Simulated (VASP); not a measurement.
A run of VASP 6.6.1 is set up as follows.

INCAR

```
PREC = Accurate
ENCUT = 520
EDIFF = 1E-7
ISMEAR = 0
SIGMA = 0.1
LREAL = False
LASPH = True
NELM = 60
ALGO = Normal
ISIF = 2
LWAVE = False
LCHARG = False
GGA = PE
NBANDS = 39
```

File KPOINTS:

```
regular mesh
0
Gamma
  6 6 2
```

The input POSCAR:

```
SnPb2Se3
1.0
    4.3608073000      0.0000000000      0.0000000000
   -2.1804037000      3.7765699000      0.0000000000
    0.0000000000      0.0000000000     10.6883621000
Sn Pb Se
1 2 3
Direct
    0.0000000000      0.0000000000      0.0000000000
    0.3333333000      0.6666667000      0.6694280000
    0.6666667000      0.3333333000      0.3305720000
    0.6666667000      0.3333333000      0.8399360000
    0.0000000000      0.0000000000      0.5000000000
    0.3333333000      0.6666667000      0.1600640000
```

Potentials or basis: VASP PAW PBE potentials, release 64 (Sn_d, Pb_d, Se).

The run is started by

```sh
$ cat potpaw_PBE.64/Sn_d/POTCAR potpaw_PBE.64/Pb_d/POTCAR potpaw_PBE.64/Se/POTCAR > POTCAR
$ mpirun -np 1 vasp_std > vasp.out
```

(1) What does it give for the pressure?

(2) What does it give for the band gap on the k mesh?

(3) Predict the largest force.

Results:

(1) -0.1 GPa.

(2) 0.12 eV.

(3) 0.005 eV/Å.

Caveat: spin-orbit coupling is left out, which moves the levels of the heavy elements.
